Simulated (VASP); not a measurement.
# CuNi4 (P6_3/mmc) in VASP: single point with PBE

Aim: the single point of CuNi4 with PBE.

All numbers are computed with VASP 6.6.1; they aren't measurements. Logs are shortened: lines on timing, memory, paths and dates and some standing lists are left out, and cuts for length are marked.

**1. The cell of the first run**

It takes space group P6_3/mmc (No. 194, hexagonal). Conventional cell: a = 2.492 Å, b = 2.492 Å, c = 20.628 Å, α = 90.00°, β = 90.00°, γ = 120.00°. Within 3.3 Å of Cu (site symmetry -6m2) lie 6 Cu at 2.49 Å and 6 Ni at 2.55 Å. Ni (site symmetry 3m) has 9 Ni at 2.49 Å and 3 Cu at 2.55 Å within 3.3 Å. Ni (site symmetry 3m) has 12 Ni at 2.49 Å within 3.3 Å.

**2. Single point, PBE, collinear spin, ferromagnetic start**

INCAR reads:

```
PREC = Accurate
ENCUT = 520
EDIFF = 1E-6
ISMEAR = 0
SIGMA = 0.1
LREAL = False
LASPH = True
NELM = 150
ALGO = Normal
ISIF = 2
LWAVE = False
LCHARG = True
ISPIN = 2
MAGMOM = 0 0 0.64 0.64 0.64 0.64 0.64 0.64 0.64 0.64
LORBIT = 11
LMAXMIX = 4
GGA = PE
LELF = True
LVHAR = True
NBANDS = 66
```

KPOINTS reads:

```
Automatic mesh
0
Gamma
  6 6 1
```

POSCAR reads:

```
CuNi4
1.0
    2.4922848000      0.0000000000      0.0000000000
   -1.2461424000      2.1583820000      0.0000000000
    0.0000000000      0.0000000000     20.6281820000
Cu Ni
2 8
Direct
    0.6666667000      0.3333333000      0.7500000000
    0.3333333000      0.6666667000      0.2500000000
    0.6666667000      0.3333333000      0.1480090000
    0.6666667000      0.3333333000      0.3519910000
    0.6666667000      0.3333333000      0.5494010000
    0.6666667000      0.3333333000      0.9505990000
    0.3333333000      0.6666667000      0.0494010000
    0.3333333000      0.6666667000      0.4505990000
    0.3333333000      0.6666667000      0.6480090000
    0.3333333000      0.6666667000      0.8519910000
```

Potentials or basis: VASP PAW PBE potentials, release 64 (Cu, Ni).

Started as:

```console
cat potpaw_PBE.64/Cu/POTCAR potpaw_PBE.64/Ni/POTCAR > POTCAR
mpirun -np 1 vasp_std > vasp.out
```

OUTCAR:

```text
PREC = Accurate
   ENCUT = 520
   EDIFF = 1E-6
   ISMEAR = 0
   LREAL = False
   LASPH = True
   NELM = 150
   ISIF = 2
   ISPIN = 2
   LORBIT = 11
   GGA = PE

 ion  position               nearest neighbor table
   1  0.667  0.333  0.750-   9 2.55  10 2.55   9 2.55  10 2.55   9 2.55  10 2.55
   2  0.333  0.667  0.250-   3 2.55   4 2.55   3 2.55   4 2.55   3 2.55   4 2.55
   3  0.667  0.333  0.148-   7 2.49   7 2.49   7 2.49   2 2.55   2 2.55   2 2.55
   4  0.667  0.333  0.352-   8 2.49   8 2.49   8 2.49   2 2.55   2 2.55   2 2.55
   5  0.667  0.333  0.549-   9 2.49   9 2.49   9 2.49   8 2.49   8 2.49   8 2.49
   6  0.667  0.333  0.951-  10 2.49  10 2.49  10 2.49   7 2.49   7 2.49   7 2.49
   7  0.333  0.667  0.049-   3 2.49   3 2.49   3 2.49   6 2.49   6 2.49   6 2.49
   8  0.333  0.667  0.451-   4 2.49   4 2.49   4 2.49   5 2.49   5 2.49   5 2.49
   9  0.333  0.667  0.648-   5 2.49   5 2.49   5 2.49   1 2.55   1 2.55   1 2.55
  10  0.333  0.667  0.852-   6 2.49   6 2.49   6 2.49   1 2.55   1 2.55   1 2.55

  LATTYP: Found a hexagonal cell.
 ALAT       =     2.4922848000
 C/A-ratio  =     8.2768157154

  Lattice vectors:

 A1 = (   2.4922848000,   0.0000000000,   0.0000000000)
 A2 = (  -1.2461424000,   2.1583820000,   0.0000000000)
 A3 = (   0.0000000000,   0.0000000000,  20.6281820000)

Analysis of symmetry for initial positions (statically):
=====================================================================
 Subroutine PRICEL returns:
 Original cell was already a primitive cell.

 Routine SETGRP: Setting up the symmetry group for a
 hexagonal supercell.

 Subroutine GETGRP returns: Found 24 space group operations
 (whereof 12 operations were pure point group operations)
 out of a pool of 24 trial point group operations.

The static configuration has the point symmetry D_3d.
 The point group associated with its full space group is D_6h.

Analysis of symmetry for dynamics (positions and initial velocities):
=====================================================================
 Subroutine PRICEL returns:
 Original cell was already a primitive cell.

 Routine SETGRP: Setting up the symmetry group for a
 hexagonal supercell.

 Subroutine GETGRP returns: Found 24 space group operations
 (whereof 12 operations were pure point group operations)
 out of a pool of 24 trial point group operations.

The dynamic configuration has the point symmetry D_3d.
 The point group associated with its full space group is D_6h.

Analysis of structural, dynamic, and magnetic symmetry:
=====================================================================
 Subroutine PRICEL returns:
 Original cell was already a primitive cell.

 Routine SETGRP: Setting up the symmetry group for a
 hexagonal supercell.

 Subroutine GETGRP returns: Found 24 space group operations
 (whereof 12 operations were pure point group operations)
 out of a pool of 24 trial point group operations.

The overall configuration has the point symmetry D_3d.
 The point group associated with its full space group is D_6h.

 Subroutine INISYM returns: Found 24 space group operations
 (whereof 12 operations are pure point group operations),
 and found     1 'primitive' translations

----------------------------------------------------------------------------------------

                                     Primitive cell

  volume of cell :     110.9652

  direct lattice vectors                    reciprocal lattice vectors
     2.492284800  0.000000000  0.000000000     0.401238253  0.231655008  0.000000000
    -1.246142400  2.158382000  0.000000000     0.000000000  0.463310016  0.000000000
     0.000000000  0.000000000 20.628182000     0.000000000  0.000000000  0.048477369

  length of vectors
     2.492284800  2.492284843 20.628182000     0.463310024  0.463310016  0.048477369

  position of ions in fractional coordinates (direct lattice)
     0.666666700  0.333333300  0.750000000
     0.333333300  0.666666700  0.250000000
     0.666666700  0.333333300  0.148009000
     0.666666700  0.333333300  0.351991000
     0.666666700  0.333333300  0.549401000
[... 62 lines left out ...]
 SYSTEM =  unknown system
   PREC   = accura    normal or accurate (medium, high low for compatibility)
   ISTART =      0    job   : 0-new  1-cont  2-samecut
   ICHARG =      2    charge: 1-file 2-atom 10-const
   ISPIN  =      2    spin polarized calculation?
   LNONCOLLINEAR =      F non collinear calculations
   LSORBIT =      F    spin-orbit coupling
   LASPH  =      T    aspherical Exc in radial PAW
   ENCUT  =  520.0 eV  38.22 Ry    6.18 a.u.   4.63  4.63 38.35*2*pi/ulx,y,z
   NELM   =    150;   NELMIN=  2; NELMDL= -5     # of ELM steps
   EDIFF  = 0.1E-05   stopping-criterion for ELM
   LREAL  =      F    real-space projection
   EDIFFG = 0.1E-04   stopping-criterion for IOM
   NSW    =      0    number of steps for IOM
   IBRION =     -1    ionic relax: 0-MD 1-quasi-New 2-CG
   NFREE  =      0    steps in history (QN), initial steepest desc. (CG)
   ISIF   =      2    stress and relaxation
   ISYM   =      2    0-nonsym 1-usesym 2-fastsym
   POTIM  = 0.5000    time-step for ionic-motion
   TEBEG  =    0.0;   TEEND  =   0.0 temperature during run
   PSTRESS=    0.0 pullay stress
   NELECT =     102.0000    total number of electrons
   NUPDOWN=      -1.0000    fix difference up-down
   EMIN   =  10.00;   EMAX   =-10.00  energy-range for DOS
   EFERMI =   0.00;   METHOD = LEGACY
   ISMEAR =     0;   SIGMA  =   0.10  broadening in eV -4-tet -1-fermi 0-gaus
   EFERMI_NEDOS =   21; number of points for ismear=-14 and -15
   IALGO  =     38    algorithm
   IMIX   =      4    mixing-type and parameters
     AMIX     =   0.40;   BMIX     =  1.00
     AMIX_MAG =   1.60;   BMIX_MAG =  1.00
  volume/ion in A,a.u.               =      11.10        74.88
  Fermi-wavevector in a.u.,A,eV,Ry     =   1.591766  3.008002 34.473343  2.533719
  Thomas-Fermi vector in A             =   2.690255
   LORBIT       =     11    0 simple, 1 ext, 2 COOP (PROOUT), +10 PAW based schemes
   GGA     = PE    functional components
   LHFCALC =     F    Hartree Fock is set to
   AEXX    =    0.0000 exact exchange contribution
   IVDW    =     0    specifies the selected vdW correction
   LEPSILON=     F    determine dielectric tensor
   LRPA    =     F    only Hartree local field effects (RPA)
 spin polarized calculation
 Gauss-broadening in eV      SIGMA  =   0.10
  energy-cutoff  :      520.00
  volume of cell :      110.97
 maximum number of plane-waves:      3014
 NGX is ok and might be reduce to    20
   NGX =  9   NGY =  9   NGZ = 77

 number of electron     101.9999966 magnetization       4.2219500

 Free energy of the ion-electron system (eV)
  ---------------------------------------------------
  ext. energy  EPLUGINS =         0.00000000
  ---------------------------------------------------
  free energy    TOTEN  =       -51.12050702 eV

  energy without entropy =      -51.03774917  energy(sigma->0) =      -51.07912810

 E-fermi :   8.8644     XC(G=0): -13.1230

 val. band max:        8.8408095423   @ k =   0.3333   0.0000   0.0000
 cond. band min:       8.8675017741   @ k =   0.3333   0.0000   0.0000
 fundamental gap:      0.0266922319
 Fermi energy:         8.8643815378

 spin component 1

 k-point     1 :       0.0000    0.0000    0.0000
  band No.  band energies     occupation
      1      -0.1171      1.00000
      2       0.1894      1.00000
      3       0.3325      1.00000
      4       1.2144      1.00000
      5       1.4604      1.00000
      6       2.7178      1.00000
[... 451 lines left out ...]
     62      14.3088      0.00000
     63      14.3088      0.00000
 Fermi energy:         8.8643815378

 spin component 2

 k-point     1 :       0.0000    0.0000    0.0000
  band No.  band energies     occupation
      1      -0.1580      1.00000
      2       0.1467      1.00000
      3       0.2941      1.00000
      4       1.1741      1.00000
      5       1.4280      1.00000
      6       2.7084      1.00000
[... 451 lines left out ...]
     62      14.4685      0.00000
     63      14.4685      0.00000
 [bands above 63 left out]

------------------------ aborting loop because EDIFF is reached ----------------------------------------

  FORCE on cell =-STRESS in cart. coord.  units (eV):
  Direction    XX          YY          ZZ          XY          YZ          ZX
  --------------------------------------------------------------------------------------
  -------------------------------------------------------------------------------------
  Total       -0.0003070     -0.0003070     -0.2558140     -0.0000000      0.0000000      0.0000000
  in kB       -0.0044331     -0.0044331     -3.6935838     -0.0000000      0.0000000      0.0000000
  external PRESSURE =      -1.2341500 kB  Pullay stress =       0.0000000 kB

 VOLUME and BASIS-vectors are now :
 -----------------------------------------------------------------------------
  energy-cutoff  :      520.00
  volume of cell :      110.97
      direct lattice vectors                 reciprocal lattice vectors
     2.492284800  0.000000000  0.000000000     0.401238253  0.231655008  0.000000000
    -1.246142400  2.158382000  0.000000000     0.000000000  0.463310016  0.000000000
     0.000000000  0.000000000 20.628182000     0.000000000  0.000000000  0.048477369

 POSITION                                       TOTAL-FORCE (eV/Angst)
 -----------------------------------------------------------------------------------
      1.24614      0.71946     15.47114         0.000000     -0.000000      0.000000
     -0.00000      1.43892      5.15705        -0.000000      0.000000      0.000000
      1.24614      0.71946      3.05316         0.000000     -0.000000     -0.041689
      1.24614      0.71946      7.26093         0.000000      0.000000      0.041689
      1.24614      0.71946     11.33314        -0.000000     -0.000000     -0.005977
      1.24614      0.71946     19.60913        -0.000000      0.000000      0.005977
     -0.00000      1.43892      1.01905         0.000000      0.000000     -0.005977
     -0.00000      1.43892      9.29504         0.000000      0.000000      0.005977
     -0.00000      1.43892     13.36725        -0.000000     -0.000000     -0.041689
     -0.00000      1.43892     17.57503         0.000000      0.000000      0.041689
 -----------------------------------------------------------------------------------
    total drift:                               -0.000006      0.000004     -0.000009

  FREE ENERGIE OF THE ION-ELECTRON SYSTEM (eV)
  ---------------------------------------------------
  free  energy   TOTEN  =       -51.1205070222 eV

  energy  without entropy=      -51.0377491690  energy(sigma->0) =      -51.07912810

 total charge

# of ion       s       p       d       tot
------------------------------------------
    1        0.458   0.412   9.175  10.044
    2        0.458   0.412   9.175  10.044
    3        0.484   0.465   8.340   9.289
    4        0.484   0.465   8.340   9.289
    5        0.493   0.488   8.314   9.295
    6        0.493   0.488   8.314   9.295
    7        0.493   0.488   8.314   9.295
    8        0.493   0.488   8.314   9.295
    9        0.484   0.465   8.340   9.289
   10        0.484   0.465   8.340   9.289
--------------------------------------------------
tot          4.824   4.637  84.965  94.425

 magnetization (x)

# of ion       s       p       d       tot
------------------------------------------
    1       -0.004  -0.015  -0.002  -0.021
    2       -0.004  -0.015  -0.002  -0.021
    3       -0.006  -0.020   0.478   0.452
    4       -0.006  -0.020   0.478   0.452
    5       -0.007  -0.025   0.677   0.645
    6       -0.007  -0.025   0.677   0.645
    7       -0.007  -0.025   0.677   0.645
    8       -0.007  -0.025   0.677   0.645
    9       -0.006  -0.020   0.478   0.452
   10       -0.006  -0.020   0.478   0.452
--------------------------------------------------
tot         -0.060  -0.211   4.618   4.348
```

Wall time 4.2 min (1 thread of AMD EPYC 7R13 (Zen 3), shared host); peak memory 0.28 GiB.

Results:

```yaml
Free_energy: -51.1205 eV
Pressure: -0.1 GPa
Largest_force: 0.042 eV/Å
Net_moment: 4.22 μB per cell
Site_moments: Cu -0.02; Ni +0.45, +0.65 μB
Valence_electrons_inside_the_program's_atomic_spheres: Cu 10.04; Ni 9.29
```

Forces on the atoms (eV/Å):
```
Cu   0.000  0.000  0.000
Cu   0.000  0.000  0.000
Ni   0.000  0.000 -0.042
Ni   0.000  0.000  0.042
Ni   0.000  0.000 -0.006
Ni   0.000  0.000  0.006
Ni   0.000  0.000 -0.006
Ni   0.000  0.000  0.006
Ni   0.000  0.000 -0.042
Ni   0.000  0.000  0.042
```

Caveat: the k points lie up to 0.49 Å⁻¹ apart.
